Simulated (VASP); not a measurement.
# Al4Te (P4/mmm) in VASP: relaxation of cell and atoms with PBE

Aim: the relaxation of cell and atoms of Al4Te with PBE.

Program: VASP 6.6.1. These are calculated values, not measurements. Logs are shortened: lines on timing, memory, paths and dates and some standing lists are left out, and cuts for length are marked.

### Step 1. The cell of the first run

It takes space group P4/mmm (No. 123, tetragonal). Conventional cell: a = 3.310 Å, b = 3.310 Å, c = 7.021 Å, α = 90.00°, β = 90.00°, γ = 90.00°. Al (site symmetry 4mm) has 1 Te at 2.34 Å and 5 Al at 2.34 Å within 3.1 Å. Within 3.1 Å of Al (site symmetry 4mm) lie 5 Al at 2.34 Å. Te (site symmetry 4/mmm) has 2 Al at 2.34 Å within 3.1 Å.

### Step 2. Relaxation of cell and atoms, PBE (atoms taken out)

INCAR

```
PREC = Accurate
ENCUT = 600
EDIFF = 1E-6
ISMEAR = 0
SIGMA = 0.1
LREAL = F
LASPH = T
NELM = 100
ALGO = Normal
ISIF = 3
LWAVE = F
LCHARG = F
GGA = PE
IBRION = 2
NSW = 90
EDIFFG = -0.04
```

KPOINTS

```
regular mesh
0
Gamma
  6 6 4
```

POSCAR

```
Al4Te
1.0
    3.3096339800      0.0000000000      0.0000000000
    0.0000000000      3.3096339800      0.0000000000
    0.0000000000      0.0000000000      7.0207938800
Al Te
4 1
Direct
    0.0000000000      0.0000000000      0.3333333300
    0.0000000000      0.0000000000      0.6666666700
    0.5000000000      0.5000000000      0.3333333300
    0.5000000000      0.5000000000      0.6666666700
    0.0000000000      0.0000000000      0.0000000000
```

Potentials or basis: VASP PAW PBE potentials, release 64 (Al, Te).

Launch:

```bash
cat potpaw_PBE.64/Al/POTCAR potpaw_PBE.64/Te/POTCAR > POTCAR
mpirun -np 1 vasp_std > vasp.out
```

OUTCAR:

```text
PREC = Accurate
   ENCUT = 600
   EDIFF = 1E-6
   ISMEAR = 0
   LREAL = F
   LASPH = T
   NELM = 100
   ISIF = 3
   GGA = PE
   IBRION = 2
   NSW = 90
   EDIFFG = -0.04

 ion  position               nearest neighbor table
   1  0.000  0.000  0.333-   5 2.34   3 2.34   3 2.34   3 2.34   3 2.34   2 2.34   4 3.31   4 3.31
                             4 3.31   4 3.31
   2  0.000  0.000  0.667-   5 2.34   4 2.34   4 2.34   4 2.34   4 2.34   1 2.34   3 3.31   3 3.31
                             3 3.31   3 3.31
   3  0.500  0.500  0.333-   1 2.34   1 2.34   1 2.34   1 2.34   4 2.34   5 3.31   5 3.31   5 3.31
                             5 3.31   2 3.31   2 3.31   2 3.31   2 3.31
   4  0.500  0.500  0.667-   2 2.34   2 2.34   2 2.34   2 2.34   3 2.34   5 3.31   5 3.31   5 3.31
                             5 3.31   1 3.31   1 3.31   1 3.31   1 3.31
   5  0.000  0.000  0.000-   1 2.34   2 2.34   3 3.31   4 3.31   3 3.31   4 3.31   3 3.31   4 3.31
                             3 3.31   4 3.31

  LATTYP: Found a simple tetragonal cell.
 ALAT       =     3.3096339800
 C/A-ratio  =     2.1213203401

  Lattice vectors:

 A1 = (   3.3096339800,   0.0000000000,   0.0000000000)
 A2 = (   0.0000000000,   3.3096339800,   0.0000000000)
 A3 = (   0.0000000000,   0.0000000000,   7.0207938800)

Analysis of symmetry for initial positions (statically):
=====================================================================
 Subroutine PRICEL returns:
 Original cell was already a primitive cell.

 Routine SETGRP: Setting up the symmetry group for a
 simple tetragonal supercell.

 Subroutine GETGRP returns: Found 16 space group operations
 (whereof 16 operations were pure point group operations)
 out of a pool of 16 trial point group operations.

The static configuration has the point symmetry D_4h.

Analysis of symmetry for dynamics (positions and initial velocities):
=====================================================================
 Subroutine PRICEL returns:
 Original cell was already a primitive cell.

 Routine SETGRP: Setting up the symmetry group for a
 simple tetragonal supercell.

 Subroutine GETGRP returns: Found 16 space group operations
 (whereof 16 operations were pure point group operations)
 out of a pool of 16 trial point group operations.

The dynamic configuration has the point symmetry D_4h.

 Subroutine INISYM returns: Found 16 space group operations
 (whereof 16 operations are pure point group operations),
 and found     1 'primitive' translations

----------------------------------------------------------------------------------------

                                     Primitive cell

  volume of cell :      76.9035

  direct lattice vectors                    reciprocal lattice vectors
     3.309633980  0.000000000  0.000000000     0.302148215  0.000000000  0.000000000
     0.000000000  3.309633980  0.000000000     0.000000000  0.302148215  0.000000000
     0.000000000  0.000000000  7.020793880     0.000000000  0.000000000  0.142434035

  length of vectors
     3.309633980  3.309633980  7.020793880     0.302148215  0.302148215  0.142434035

  position of ions in fractional coordinates (direct lattice)
     0.000000000  0.000000000  0.333333330
     0.000000000  0.000000000  0.666666670
     0.500000000  0.500000000  0.333333330
     0.500000000  0.500000000  0.666666670
     0.000000000  0.000000000  0.000000000

  ion indices of the primitive-cell ions
   primitive index   ion index
                 1           1
                 2           2
                 3           3
                 4           4
                 5           5

----------------------------------------------------------------------------------------

 KPOINTS: regular mesh

Automatic generation of k-mesh.
 Grid dimensions read from file:
 generate k-points for:    6    6    4

 Generating k-lattice:

  Cartesian coordinates                     Fractional coordinates (reciprocal lattice)
     0.050358036  0.000000000  0.000000000     0.166666667  0.000000000  0.000000000
     0.000000000  0.050358036  0.000000000     0.000000000  0.166666667  0.000000000
     0.000000000  0.000000000  0.035608509     0.000000000  0.000000000  0.250000000

  Length of vectors
     0.050358036  0.050358036  0.035608509

  Shift w.r.t. Gamma in fractional coordinates (k-lattice)
     0.000000000  0.000000000  0.000000000

 Subroutine IBZKPT returns following result:
 ===========================================

 Found     30 irreducible k-points:

 Following reciprocal coordinates:
            Coordinates               Weight
  0.000000  0.000000  0.000000      1.000000
  0.166667  0.000000  0.000000      4.000000
  0.333333  0.000000  0.000000      4.000000
  0.500000  0.000000  0.000000      2.000000
  0.166667  0.166667  0.000000      4.000000
  0.333333  0.166667  0.000000      8.000000
[... 16 lines left out ...]
  0.333333  0.000000  0.500000      4.000000
  0.500000  0.000000  0.500000      2.000000
 [... further k-points ...]
   k-points           NKPTS =     30   k-points in BZ     NKDIM =     30   number of bands    NBANDS=     13
   number of dos      NEDOS =    301   number of ions     NIONS =      5
   total plane-waves  NPLWV =  43904
   dimension x,y,z NGX =    28 NGY =   28 NGZ =   56
   dimension x,y,z NGXF=    56 NGYF=   56 NGZF=  112
   ions per type =               4   1
   NGX,Y,Z   is equivalent  to a cutoff of  14.06, 14.06, 13.26 a.u.
   NGXF,Y,Z  is equivalent  to a cutoff of  28.13, 28.13, 26.52 a.u.
 SYSTEM =  unknown system
   PREC   = accura    normal or accurate (medium, high low for compatibility)
   ISTART =      0    job   : 0-new  1-cont  2-samecut
   ICHARG =      2    charge: 1-file 2-atom 10-const
   ISPIN  =      1    spin polarized calculation?
   LNONCOLLINEAR =      F non collinear calculations
   LSORBIT =      F    spin-orbit coupling
   LASPH  =      T    aspherical Exc in radial PAW
   ENCUT  =  600.0 eV  44.10 Ry    6.64 a.u.   6.61  6.61 14.02*2*pi/ulx,y,z
   NELM   =    100;   NELMIN=  2; NELMDL= -5     # of ELM steps
   EDIFF  = 0.1E-05   stopping-criterion for ELM
   LREAL  =      F    real-space projection
   EDIFFG = -.4E-01   stopping-criterion for IOM
   NSW    =     90    number of steps for IOM
   IBRION =      2    ionic relax: 0-MD 1-quasi-New 2-CG
   NFREE  =      1    steps in history (QN), initial steepest desc. (CG)
   ISIF   =      3    stress and relaxation
   ISYM   =      2    0-nonsym 1-usesym 2-fastsym
   POTIM  = 0.5000    time-step for ionic-motion
   TEBEG  =    0.0;   TEEND  =   0.0 temperature during run
   PSTRESS=    0.0 pullay stress
   NELECT =      18.0000    total number of electrons
   NUPDOWN=      -1.0000    fix difference up-down
   EMIN   =  10.00;   EMAX   =-10.00  energy-range for DOS
   EFERMI =   0.00;   METHOD = LEGACY
   ISMEAR =     0;   SIGMA  =   0.10  broadening in eV -4-tet -1-fermi 0-gaus
   EFERMI_NEDOS =   21; number of points for ismear=-14 and -15
   IALGO  =     38    algorithm
   IMIX   =      4    mixing-type and parameters
     AMIX     =   0.40;   BMIX     =  1.00
     AMIX_MAG =   1.60;   BMIX_MAG =  1.00
  volume/ion in A,a.u.               =      15.38       103.79
  Fermi-wavevector in a.u.,A,eV,Ry     =   1.008905  1.906554 13.849225  1.017889
  Thomas-Fermi vector in A             =   2.141801
   LORBIT       =      0    0 simple, 1 ext, 2 COOP (PROOUT), +10 PAW based schemes
   GGA     = PE    functional components
   LHFCALC =     F    Hartree Fock is set to
   AEXX    =    0.0000 exact exchange contribution
   IVDW    =     0    specifies the selected vdW correction
   LEPSILON=     F    determine dielectric tensor
   LRPA    =     F    only Hartree local field effects (RPA)
 conjugate gradient relaxation of ions
 non-spin polarized calculation
 Gauss-broadening in eV      SIGMA  =   0.10
  energy-cutoff  :      600.00
  volume of cell :       76.90
 maximum number of plane-waves:      2589
 NGX is ok and might be reduce to    28
   NGX = 13   NGY = 13   NGZ = 29

--------------------------------------- Ionic step        1  -------------------------------------------

 number of electron      18.0000000 magnetization

 Free energy of the ion-electron system (eV)
  ---------------------------------------------------
  ext. energy  EPLUGINS =         0.00000000
  ---------------------------------------------------
  free energy    TOTEN  =       -11.52244889 eV

  energy without entropy =      -11.50605081  energy(sigma->0) =      -11.51424985

 E-fermi :  10.2685     XC(G=0): -10.8833

 val. band max:       10.2510245170   @ k =   0.3333   0.3333   0.5000
 cond. band min:      10.3091050174   @ k =   0.5000   0.3333   0.0000
 fundamental gap:      0.0580805003
 Fermi energy:        10.2684505244

 k-point     1 :       0.0000    0.0000    0.0000
  band No.  band energies     occupation
      1      -4.1455      2.00000
      2      -0.5536      2.00000
      3       0.2185      2.00000
      4       7.7985      2.00000
      5       8.5933      2.00000
      6       9.1468      2.00000
      7       9.1468      2.00000
      8      11.6065      0.00000
      9      11.6532      0.00000
     10      11.6532      0.00000
     11      12.3944      0.00000
     12      12.3944      0.00000
[... 872 lines left out ...]
  FREE ENERGIE OF THE ION-ELECTRON SYSTEM (eV)
  ---------------------------------------------------
  free  energy   TOTEN  =       -16.3130177583 eV

  energy  without entropy=      -16.3051710296  energy(sigma->0) =      -16.30909439

[... ionic steps 4 to 34 ...]

--------------------------------------- Ionic step       35  -------------------------------------------

 number of electron      17.9999999 magnetization

------------------------ aborting loop because EDIFF is reached ----------------------------------------

  FORCE on cell =-STRESS in cart. coord.  units (eV):
  Direction    XX          YY          ZZ          XY          YZ          ZX
  --------------------------------------------------------------------------------------
  -------------------------------------------------------------------------------------
  Total        0.0437826      0.0437826      0.2008270      0.0000000      0.0000000     -0.0000000
  in kB        0.6317476      0.6317476      2.8977704      0.0000000      0.0000000     -0.0000000
  external PRESSURE =       1.3870885 kB  Pullay stress =       0.0000000 kB
[... 63 lines left out ...]
  energy  without entropy=      -16.7896934501  energy(sigma->0) =      -16.79512604

--------------------------------------- Ionic step       37  -------------------------------------------

 number of electron      17.9999999 magnetization

 Free energy of the ion-electron system (eV)
  ---------------------------------------------------
  ext. energy  EPLUGINS =         0.00000000
  ---------------------------------------------------
  free energy    TOTEN  =       -16.80210193 eV

  energy without entropy =      -16.79049184  energy(sigma->0) =      -16.79629688

 E-fermi :   6.3016     XC(G=0):  -9.4475

 val. band max:        6.2599054445   @ k =   0.3333   0.3333   0.2500
 cond. band min:       6.4771422066   @ k =   0.1667   0.0000   0.0000
 fundamental gap:      0.2172367621
 Fermi energy:         6.3015973354

 k-point     1 :       0.0000    0.0000    0.0000
  band No.  band energies     occupation
      1      -6.8210      2.00000
      2      -2.3260      2.00000
      3      -1.4326      2.00000
      4       3.5507      2.00000
      5       3.8085      2.00000
      6       4.8725      2.00000
      7       4.8725      2.00000
      8       6.8079      0.00000
      9       8.1371      0.00000
     10       8.1371      0.00000
     11       8.8243      0.00000
     12       8.8243      0.00000
[... 401 lines left out ...]
  FREE ENERGIE OF THE ION-ELECTRON SYSTEM (eV)
  ---------------------------------------------------
  free  energy   TOTEN  =       -16.8021019271 eV

  energy  without entropy=      -16.7904918377  energy(sigma->0) =      -16.79629688

 reached required accuracy - stopping structural energy minimisation
```

Run time: 7.8 min. Hardware: 1 thread of AMD EPYC 7R13 (Zen 3), shared host; peak memory 0.2 GiB.

What came out:

| Item | Value |
| --- | --- |
| Free energy | -16.8021 eV |
| Relaxed volume | 22.23 Å³/atom |
| Relaxed cell | a = 3.602 Å, b = 3.602 Å, c = 8.563 Å, α = 90.00°, β = 90.00°, γ = 90.00° |
| Space group after relaxing (to 0.1 Å) | P4/mmm (No. 123) |
| Energy gained by relaxing | 1055.9 meV/atom |
| Ionic steps | 37 |
| Pressure after relaxing | 0.0 GPa |
| Largest force after relaxing | 0.028 eV/Å |
| Band gap on the k mesh | zero (bands 9 and 10 overlap by 3.49 eV) |

Forces on the atoms (eV/Å):
```
Al   0.000  0.000  0.028
Al   0.000  0.000 -0.028
Al   0.000  0.000 -0.001
Al   0.000  0.000  0.001
Te   0.000  0.000  0.000
```

The path:
```csv
step,energy change (eV),largest force (eV/Å),pressure (GPa),volume (Å³)
1,0.0000,1.9892,51.80,76.90
2,-4.0706,0.4001,-6.29,146.42
3,-4.7906,0.2958,0.76,116.46
4,-4.7928,0.3141,-0.03,118.28
5,-4.8184,0.2479,-0.29,118.88
6,-4.8280,0.1649,-0.46,119.50
7,-4.8351,0.1305,0.02,118.34
8,-4.8360,0.1237,0.29,117.73
9,-4.8390,0.0920,0.07,118.21
10,-4.8394,0.0770,-0.05,118.47
11,-4.8421,0.0799,-0.14,118.60
12,-4.8492,0.0956,-0.40,118.99
13,-4.8557,0.1010,-0.84,119.75
14,-4.8565,0.1024,-0.83,119.70
15,-4.8587,0.1066,-0.79,119.55
16,-4.8633,0.1163,-0.72,119.25
17,-4.8722,0.1320,-0.58,118.65
18,-4.8821,0.1090,-0.25,117.45
19,-4.8868,0.1136,-0.21,117.21
20,-4.9010,0.1319,-0.07,116.48
21,-4.9288,0.1826,0.27,115.05
22,-4.9660,0.3414,1.16,112.21
23,-4.9782,0.3509,1.20,111.95
24,-5.0115,0.4061,1.32,111.16
25,-5.0470,0.5933,1.64,109.57
26,-5.0781,0.5203,1.42,109.82
27,-5.1546,0.3177,0.79,110.56
28,-5.2473,0.1585,-0.20,112.00
29,-5.2417,0.2781,-1.47,114.65
30,-5.2696,0.1283,-0.91,113.41
31,-5.2706,0.0960,-0.80,113.16
32,-5.2706,0.0880,-0.77,113.09
33,-5.2735,0.0934,-0.55,112.58
34,-5.2771,0.1099,-0.02,111.38
35,-5.2773,0.1160,0.14,111.04
36,-5.2781,0.0938,0.10,111.06
37,-5.2797,0.0284,0.00,111.13
```

Final structure:
```yaml
crystal:
  lattice:
    - [3.60245, 0.00000, 0.00000]
    - [0.00000, 3.60245, 0.00000]
    - [0.00000, 0.00000, 8.56319]
  atoms:
    - { symbol: Al, position: [0.00000, 0.00000, 0.34483] }
    - { symbol: Al, position: [0.00000, 0.00000, 0.65517] }
    - { symbol: Al, position: [0.50000, 0.50000, 0.21000] }
    - { symbol: Al, position: [0.50000, 0.50000, 0.79000] }
    - { symbol: Te, position: [0.00000, 0.00000, 0.00000] }
```

Caveat: the cell differs from its parent crystal (atoms taken out); the volume moved by over 15 % at a fixed basis, so the end points are rough; spin-orbit coupling is left out, which moves the levels of the heavy elements.
